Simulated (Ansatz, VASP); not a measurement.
# One calculation of ZnSe, two programs

The input INCAR:

```
PREC = Accurate
ENCUT = 450
EDIFF = 1E-7
ISMEAR = 0
SIGMA = 0.02
LREAL = F
LASPH = T
NELM = 120
ALGO = Normal
ISIF = 2
LWAVE = F
LCHARG = F
GGA = PS
IBRION = 2
NSW = 60
EDIFFG = -0.002
GGA_COMPAT = F
NELMIN = 4
```

Contents of KPOINTS:

```
regular mesh
0
Gamma
  8 8 8
```

File POSCAR:

```
ZnSe
1.0
    0.0000000000      2.8090970710      2.8241468375
    2.8090970710      0.0000000000      2.8241468375
    2.8090970710      2.8090970710      0.0000000000
Zn Se
1 1
Direct
    0.0000000000      0.0000000000      0.0000000000
    0.2500000000      0.2500000000      0.2500000000
```

Input for Ansatz:

```yaml
crystal:
  lattice:
    - [0.0, 2.809097071, 2.8241468375]
    - [2.809097071, 0.0, 2.8241468375]
    - [2.809097071, 2.809097071, 0.0]
  atoms:
    - { symbol: Zn, position: [0.0, 0.0, 0.0] }
    - { symbol: Se, position: [0.25, 0.25, 0.25] }
basis:
  ecutwfc: 420
kpoints:
  mp_grid: { grid: [8, 8, 8] }
hamiltonian:
  xc: pbesol
  pseudopotentials: { kind: paw, azcp: { folder: soft_1 } }
scf:
  occupations: { method: gaussian, width: 0.02 }
output:
  forces: true
  stress: true
  eigenvalues: true
relax:
  adjacent_minimum: "off"
  f_tol: 0.002
  max_steps: 40
```

Change from the starting cell: strained cell.

Alike in both runs: task relaxation of the atoms; functional PBEsol; k mesh 8 × 8 × 8; occupations gaussian, width 0.02 eV; no spin polarisation.

|  | VASP | Ansatz |
| --- | --- | --- |
| version | VASP 6.6.1 | Ansatz 0.2.0 |
| potentials or method | VASP PAW PBE potentials, release 64 (Zn, Se), cutoff 450 eV | scalar-relativistic, plane waves, PAW |
| valence electrons in the cell | 18 | 28 |

```csv
,VASP,Ansatz,Ansatz less VASP
"gap on the k mesh at the Fermi level, each at its own relaxed structure (eV)",1.25,1.24,-0.008
```

VASP's potentials were made for PBE, not for PBEsol, and Ansatz warns of the same on its side. VASP's potentials hold 18 valence electrons a cell and Ansatz's 28, so a difference there can come from the potentials and not from the codes. Ansatz's warnings: stress scf threshold loose.

Noted on VASP's run: the relaxation stopped at its first step, so nothing moved.
